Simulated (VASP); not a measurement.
# TiO2 (rutile type) (P4_2/mnm) in VASP: notebook

The runs below take TiO2 (rutile type) through single point, with PBE.

All numbers are computed with VASP 6.6.1; they aren't measurements. Logs are shortened: lines on timing, memory, paths and dates and some standing lists are left out, and cuts for length are marked.

### 1 The cell of the first run

The structure is tetragonal, space group P4_2/mnm (No. 136). Conventional cell: a = 4.085 Å, b = 4.085 Å, c = 2.757 Å, α = 90.00°, β = 90.00°, γ = 90.00°. Ti (site symmetry mmm) has 6 O at 1.74 to 1.79 Å within 2.3 Å. O (site symmetry m2m) has 3 Ti at 1.74 to 1.79 Å and 1 O at 2.30 Å within 2.3 Å.

### 2 Single point, PBE

The input, INCAR:

```
ALGO = Normal
EDIFF = 1E-7
ENCUT = 520
GGA = PE
ISIF = 2
ISMEAR = -1
LASPH = T
LCHARG = F
LREAL = F
LWAVE = F
NBANDS = 33
NELM = 60
PREC = Accurate
SIGMA = 0.08
```

The input, KPOINTS:

```
k-points
0
Gamma
  8 8 11
```

The input, POSCAR:

```
TiO2
1.0
    4.0847339710      0.0000000000      0.0000000000
    0.0000000000      4.0847339710      0.0000000000
    0.0000000000      0.0000000000      2.7574681389
Ti O
2 4
Direct
    0.0000000000      0.0000000000      0.0000000000
    0.5000000000      0.5000000000      0.5000000000
    0.3012082530      0.3012082530      0.0000000000
    0.6987917470      0.6987917470      0.0000000000
    0.8012082530      0.1987917470      0.5000000000
    0.1987917470      0.8012082530      0.5000000000
```

Potentials or basis: VASP PAW PBE potentials, release 64 (Ti_sv, O).

Started as:

```console
> cat potpaw_PBE.64/Ti_sv/POTCAR potpaw_PBE.64/O/POTCAR > POTCAR
> mpirun -np 1 vasp_std > vasp.out
```

OUTCAR:

```text
EDIFF = 1E-7
   ENCUT = 520
   GGA = PE
   ISIF = 2
   ISMEAR = -1
   LASPH = T
   LREAL = F
   NELM = 60
   PREC = Accurate

 ion  position               nearest neighbor table
   1  0.000  0.000  0.000-   3 1.74   4 1.74   5 1.79   6 1.79   5 1.79   6 1.79
   2  0.500  0.500  0.500-   5 1.74   6 1.74   3 1.79   4 1.79   3 1.79   4 1.79
   3  0.301  0.301  0.000-   1 1.74   2 1.79   2 1.79
   4  0.699  0.699  0.000-   1 1.74   2 1.79   2 1.79
   5  0.801  0.199  0.500-   2 1.74   1 1.79   1 1.79
   6  0.199  0.801  0.500-   2 1.74   1 1.79   1 1.79

  LATTYP: Found a simple tetragonal cell.
 ALAT       =     4.0847339710
 C/A-ratio  =     0.6750667628

  Lattice vectors:

 A1 = (   4.0847339710,   0.0000000000,   0.0000000000)
 A2 = (   0.0000000000,   4.0847339710,   0.0000000000)
 A3 = (   0.0000000000,   0.0000000000,   2.7574681389)

Analysis of symmetry for initial positions (statically):
=====================================================================
 Subroutine PRICEL returns:
 Original cell was already a primitive cell.

 Routine SETGRP: Setting up the symmetry group for a
 simple tetragonal supercell.

 Subroutine GETGRP returns: Found 16 space group operations
 (whereof  8 operations were pure point group operations)
 out of a pool of 16 trial point group operations.

The static configuration has the point symmetry D_2h.
 The point group associated with its full space group is D_4h.

Analysis of symmetry for dynamics (positions and initial velocities):
=====================================================================
 Subroutine PRICEL returns:
 Original cell was already a primitive cell.

 Routine SETGRP: Setting up the symmetry group for a
 simple tetragonal supercell.

 Subroutine GETGRP returns: Found 16 space group operations
 (whereof  8 operations were pure point group operations)
 out of a pool of 16 trial point group operations.

The dynamic configuration has the point symmetry D_2h.
 The point group associated with its full space group is D_4h.

 Subroutine INISYM returns: Found 16 space group operations
 (whereof  8 operations are pure point group operations),
 and found     1 'primitive' translations

----------------------------------------------------------------------------------------

                                     Primitive cell

  volume of cell :      46.0085

  direct lattice vectors                    reciprocal lattice vectors
     4.084733971  0.000000000  0.000000000     0.244813985  0.000000000  0.000000000
     0.000000000  4.084733971  0.000000000     0.000000000  0.244813985  0.000000000
     0.000000000  0.000000000  2.757468139     0.000000000  0.000000000  0.362651516

  length of vectors
     4.084733971  4.084733971  2.757468139     0.244813985  0.244813985  0.362651516

  position of ions in fractional coordinates (direct lattice)
     0.000000000  0.000000000  0.000000000
     0.500000000  0.500000000  0.500000000
     0.301208253  0.301208253  0.000000000
     0.698791747  0.698791747  0.000000000
     0.801208253  0.198791747  0.500000000
     0.198791747  0.801208253  0.500000000

  ion indices of the primitive-cell ions
   primitive index   ion index
                 1           1
                 2           2
                 3           3
                 4           4
                 5           5
                 6           6

----------------------------------------------------------------------------------------

 KPOINTS: k-points

Automatic generation of k-mesh.
 Grid dimensions read from file:
 generate k-points for:    8    8   11

 Generating k-lattice:

  Cartesian coordinates                     Fractional coordinates (reciprocal lattice)
     0.030601748  0.000000000  0.000000000     0.125000000  0.000000000  0.000000000
     0.000000000  0.030601748  0.000000000     0.000000000  0.125000000  0.000000000
     0.000000000  0.000000000  0.032968320     0.000000000  0.000000000  0.090909091

  Length of vectors
     0.030601748  0.030601748  0.032968320

  Shift w.r.t. Gamma in fractional coordinates (k-lattice)
     0.000000000  0.000000000  0.000000000

 Subroutine IBZKPT returns following result:
 ===========================================

 Found     90 irreducible k-points:

 Following reciprocal coordinates:
            Coordinates               Weight
  0.000000  0.000000  0.000000      1.000000
  0.125000  0.000000  0.000000      4.000000
  0.250000  0.000000  0.000000      4.000000
  0.375000  0.000000  0.000000      4.000000
  0.500000  0.000000  0.000000      2.000000
  0.125000  0.125000  0.000000      4.000000
[... 16 lines left out ...]
  0.375000  0.125000  0.090909     16.000000
  0.500000  0.125000  0.090909      8.000000
 [... further k-points ...]
   k-points           NKPTS =     90   k-points in BZ     NKDIM =     90   number of bands    NBANDS=     33
   number of dos      NEDOS =    301   number of ions     NIONS =      6
   total plane-waves  NPLWV =  21600
   dimension x,y,z NGX =    30 NGY =   30 NGZ =   24
   dimension x,y,z NGXF=    60 NGYF=   60 NGZF=   48
   ions per type =               2   4
   NGX,Y,Z   is equivalent  to a cutoff of  12.21, 12.21, 14.47 a.u.
   NGXF,Y,Z  is equivalent  to a cutoff of  24.42, 24.42, 28.94 a.u.
 SYSTEM =  unknown system
   PREC   = accura    normal or accurate (medium, high low for compatibility)
   ISTART =      0    job   : 0-new  1-cont  2-samecut
   ICHARG =      2    charge: 1-file 2-atom 10-const
   ISPIN  =      1    spin polarized calculation?
   LNONCOLLINEAR =      F non collinear calculations
   LSORBIT =      F    spin-orbit coupling
   LASPH  =      T    aspherical Exc in radial PAW
   ENCUT  =  520.0 eV  38.22 Ry    6.18 a.u.   7.59  7.59  5.13*2*pi/ulx,y,z
   NELM   =     60;   NELMIN=  2; NELMDL= -5     # of ELM steps
   EDIFF  = 0.1E-06   stopping-criterion for ELM
   LREAL  =      F    real-space projection
   EDIFFG = 0.1E-05   stopping-criterion for IOM
   NSW    =      0    number of steps for IOM
   IBRION =     -1    ionic relax: 0-MD 1-quasi-New 2-CG
   NFREE  =      0    steps in history (QN), initial steepest desc. (CG)
   ISIF   =      2    stress and relaxation
   ISYM   =      2    0-nonsym 1-usesym 2-fastsym
   POTIM  = 0.5000    time-step for ionic-motion
   TEBEG  =    0.0;   TEEND  =   0.0 temperature during run
   PSTRESS=    0.0 pullay stress
   NELECT =      48.0000    total number of electrons
   NUPDOWN=      -1.0000    fix difference up-down
   EMIN   =  10.00;   EMAX   =-10.00  energy-range for DOS
   EFERMI =   0.00;   METHOD = LEGACY
   ISMEAR =    -1;   SIGMA  =   0.08  broadening in eV -4-tet -1-fermi 0-gaus
   EFERMI_NEDOS =   21; number of points for ismear=-14 and -15
   IALGO  =     38    algorithm
   IMIX   =      4    mixing-type and parameters
     AMIX     =   0.40;   BMIX     =  1.00
     AMIX_MAG =   1.60;   BMIX_MAG =  1.00
  volume/ion in A,a.u.               =       7.67        51.75
  Fermi-wavevector in a.u.,A,eV,Ry     =   1.660387  3.137676 37.509680  2.756884
  Thomas-Fermi vector in A             =   2.747632
   LORBIT       =      0    0 simple, 1 ext, 2 COOP (PROOUT), +10 PAW based schemes
   GGA     = PE    functional components
[... 5 lines left out ...]
 non-spin polarized calculation
  energy-cutoff  :      520.00
  volume of cell :       46.01
 maximum number of plane-waves:      1255
   NGX = 15   NGY = 15   NGZ = 11

 number of electron      47.9999992 magnetization

 Free energy of the ion-electron system (eV)
  ---------------------------------------------------
  ext. energy  EPLUGINS =         0.00000000
  ---------------------------------------------------
  free energy    TOTEN  =       -47.63309524 eV

  energy without entropy =      -47.63309523  energy(sigma->0) =      -47.63309524

 E-fermi :   9.7827     XC(G=0): -13.1501

 val. band max:        8.5758554812   @ k =   0.0000   0.0000   0.0000
 cond. band min:      11.0367637642   @ k =   0.0000   0.0000   0.0000
 fundamental gap:      2.4609082831
 Fermi energy:         9.7826786945

 k-point     1 :       0.0000    0.0000    0.0000
  band No.  band energies     occupation
      1     -47.4706      2.00000
      2     -47.3800      2.00000
      3     -24.3304      2.00000
      4     -24.3304      2.00000
      5     -23.7213      2.00000
      6     -23.7213      2.00000
[... 25 lines left out ...]
     32      17.9471      0.00000
     33      17.9471      0.00000

 k-point     2 :       0.1250    0.0000    0.0000
  band No.  band energies     occupation
      1     -47.4671      2.00000
      2     -47.3834      2.00000
      3     -24.3132      2.00000
      4     -24.3094      2.00000
      5     -23.7489      2.00000
      6     -23.7445      2.00000
[... 25 lines left out ...]
     32      17.8271      0.00000
     33      17.8553      0.00000

 k-point     3 :       0.2500    0.0000    0.0000
  band No.  band energies     occupation
      1     -47.4571      2.00000
      2     -47.3930      2.00000
      3     -24.2627      2.00000
      4     -24.2500      2.00000
      5     -23.8237      2.00000
      6     -23.8093      2.00000
[... 25 lines left out ...]
     32      17.5292      0.00000
     33      17.6106      0.00000

 k-point     4 :       0.3750    0.0000    0.0000
  band No.  band energies     occupation
      1     -47.4423      2.00000
      2     -47.4076      2.00000
      3     -24.1854      2.00000
      4     -24.1654      2.00000
      5     -23.9231      2.00000
      6     -23.9015      2.00000
[... 25 lines left out ...]
     32      17.2266      0.00000
     33      17.3122      0.00000

 k-point     5 :       0.5000    0.0000    0.0000
  band No.  band energies     occupation
      1     -47.4249      2.00000
      2     -47.4249      2.00000
      3     -24.1152      2.00000
      4     -24.1152      2.00000
      5     -23.9786      2.00000
      6     -23.9786      2.00000
[... 604 lines left out ...]
 k-point    22 :       0.2500    0.1250    0.0909
  band No.  band energies     occupation
      1     -47.4448      2.00000
      2     -47.3880      2.00000
      3     -24.3082      2.00000
      4     -24.1557      2.00000
      5     -23.9127      2.00000
      6     -23.7354      2.00000
[... 25 lines left out ...]
     32      17.0313      0.00000
     33      17.6596      0.00000

 k-point    23 :       0.3750    0.1250    0.0909
  band No.  band energies     occupation
      1     -47.4316      2.00000
      2     -47.4008      2.00000
      3     -24.2626      2.00000
      4     -24.1207      2.00000
      5     -23.9585      2.00000
      6     -23.8009      2.00000
[... 25 lines left out ...]
     32      17.2431      0.00000
     33      17.4240      0.00000

 k-point    24 :       0.5000    0.1250    0.0909
  band No.  band energies     occupation
      1     -47.4161      2.00000
      2     -47.4161      2.00000
      3     -24.1884      2.00000
      4     -24.1884      2.00000
      5     -23.8891      2.00000
      6     -23.8891      2.00000
[... 25 lines left out ...]
     32      17.0302      0.00000
     33      18.0371      0.00000

 [... further k-points ...]
[... 5 lines left out ...]
  --------------------------------------------------------------------------------------
  -------------------------------------------------------------------------------------
  Total       40.8989521     40.8989521     40.9646280      0.0000000      0.0000000      0.0000000
  in kB     1424.2450061   1424.2450061   1426.5320724      0.0000000      0.0000000      0.0000000
  external PRESSURE =    1425.0073616 kB  Pullay stress =       0.0000000 kB

 VOLUME and BASIS-vectors are now :
 -----------------------------------------------------------------------------
  energy-cutoff  :      520.00
  volume of cell :       46.01
      direct lattice vectors                 reciprocal lattice vectors
     4.084733971  0.000000000  0.000000000     0.244813985  0.000000000  0.000000000
     0.000000000  4.084733971  0.000000000     0.000000000  0.244813985  0.000000000
     0.000000000  0.000000000  2.757468139     0.000000000  0.000000000  0.362651516

 POSITION                                       TOTAL-FORCE (eV/Angst)
 -----------------------------------------------------------------------------------
      0.00000      0.00000      0.00000        -0.000000      0.000000      0.000000
      2.04237      2.04237      1.37873        -0.000000      0.000000      0.000000
      1.23036      1.23036      0.00000        -0.019065     -0.019065     -0.000000
      2.85438      2.85438      0.00000         0.019065      0.019065      0.000000
      3.27272      0.81201      1.37873        -0.019065      0.019065      0.000000
      0.81201      3.27272      1.37873         0.019065     -0.019065     -0.000000
 -----------------------------------------------------------------------------------
    total drift:                               -0.000000      0.000000     -0.000000

  FREE ENERGIE OF THE ION-ELECTRON SYSTEM (eV)
  ---------------------------------------------------
  free  energy   TOTEN  =       -47.6330952400 eV

  energy  without entropy=      -47.6330952302  energy(sigma->0) =      -47.63309524
```

Wall time 2.2 min (1 thread of AMD EPYC 7R43 (Zen 3), shared host); peak memory 0.2 GiB.

What came out:

- Free energy: -47.6331 eV
- Pressure: 142.5 GPa
- Largest force: 0.027 eV/Å
- Band gap on the k mesh: 2.46 eV, direct

Forces on the atoms (eV/Å):
```
Ti   0.000  0.000  0.000
Ti   0.000  0.000  0.000
O   -0.019 -0.019  0.000
O    0.019  0.019  0.000
O   -0.019  0.019  0.000
O    0.019 -0.019  0.000
```

### 3 Single point, PBE

The input, INCAR:

```
SYSTEM = TiO2
ALGO = Normal
EDIFF = 1E-6
ENCUT = 520
GGA = PE
ISIF = 2
ISMEAR = -1
LASPH = .True.
LCHARG = .False.
LREAL = .False.
LWAVE = .False.
NBANDS = 33
NELM = 80
PREC = Accurate
SIGMA = 0.08
```

The input, KPOINTS:

```
k-points
0
Gamma
  8 8 11
  0 0 0
```

POSCAR is that of step 2.

Potentials or basis: VASP PAW PBE potentials, release 64 (Ti_sv, O).

Started as:

```console
> cat potpaw_PBE.64/Ti_sv/POTCAR potpaw_PBE.64/O/POTCAR > POTCAR
> mpirun -np 1 vasp_std > vasp.out
```

It took 3.1 min on 1 thread of AMD EPYC 7R43 (Zen 3), shared host; peak memory 0.2 GiB.

It converged, with:

| Quantity | Value |
| --- | --- |
| Free energy | -47.6331 eV |
| Pressure | 142.5 GPa |
| Largest force | 0.027 eV/Å |
| Band gap on the k mesh | 2.46 eV, direct |

Forces in eV/Å, atoms in the order of the input:
```
Ti   0.000  0.000  0.000
Ti   0.000  0.000  0.000
O   -0.019 -0.019  0.000
O    0.019  0.019  0.000
O   -0.019  0.019  0.000
O    0.019 -0.019  0.000
```

Stress tensor (GPa, compression positive):
```
142.45   0.00   0.00
  0.00 142.45   0.00
  0.00   0.00 142.68
```

Levels at points of the mesh, in eV from the valence-band top:
| k point | band 22 | band 23 | band 24 | band 25 | band 26 | band 27 |
| --- | --- | --- | --- | --- | --- | --- |
| (0.00, 0.00, 0.00) | -0.34 | -0.34 | 0.00 | 2.46 | 3.09 | 3.14 |
| (0.50, 0.00, 0.00) | -2.36 | -1.08 | -1.08 | 3.71 | 3.71 | 4.46 |
| (0.50, 0.50, 0.00) | -1.60 | -0.84 | -0.84 | 2.65 | 2.65 | 3.37 |

### 4 Single point, PBE

This run uses another cell than the first one, of 8.52 Å³/atom, 1.111 times its volume.

The input, INCAR:

```
PREC = Accurate
ENCUT = 520
EDIFF = 1E-6
ISMEAR = -1
SIGMA = 0.08
LREAL = F
LASPH = T
NELM = 60
ALGO = Normal
ISIF = 2
LWAVE = F
LCHARG = T
GGA = PE
LELF = T
LVHAR = T
NBANDS = 33
```

The input, KPOINTS:

```
Automatic mesh
0
Gamma
  8 8 11
```

The input, POSCAR:

```
TiO2
1.0
    4.2555027899      0.0000000000      0.0000000000
    0.0000000000      4.2555027899      0.0000000000
    0.0000000000      0.0000000000      2.8228889190
Ti O
2 4
Direct
    0.0000000000      0.0000000000      0.0000000000
    0.5000000000      0.5000000000      0.5000000000
    0.3010560176      0.3010560176      0.0000000000
    0.6989439824      0.6989439824      0.0000000000
    0.8010560176      0.1989439824      0.5000000000
    0.1989439824      0.8010560176      0.5000000000
```

Started as:

```console
> cat potpaw_PBE.64/Ti_sv/POTCAR potpaw_PBE.64/O/POTCAR > POTCAR
> mpirun -np 1 vasp_std > vasp.out
```

Run time: 2.7 min. Hardware: 1 thread of AMD EPYC 7R43 (Zen 3), shared host; peak memory 0.21 GiB.

It converged, with:

- Free energy: -51.0866 eV
- Pressure: 78.0 GPa
- Largest force: 0.018 eV/Å
- Band gap on the k mesh: 2.19 eV, direct

Forces on the atoms (eV/Å):
```
Ti   0.000  0.000  0.000
Ti   0.000  0.000  0.000
O   -0.013 -0.013  0.000
O    0.013  0.013  0.000
O   -0.013  0.013  0.000
O    0.013 -0.013  0.000
```

Stress tensor (GPa, compression positive):
```
77.91  0.00  0.00
 0.00 77.91  0.00
 0.00  0.00 78.10
```

Levels at points of the mesh, in eV from the valence-band top:
```tsv
k point	band 22	band 23	band 24	band 25	band 26	band 27
(0.00, 0.00, 0.00)	-0.47	-0.47	0.00	2.19	2.62	2.80
(0.50, 0.00, 0.00)	-2.15	-0.97	-0.97	3.17	3.17	3.89
(0.50, 0.50, 0.00)	-1.56	-1.07	-1.07	2.29	2.29	3.03
```

(Part 1 of 2 ends here.)
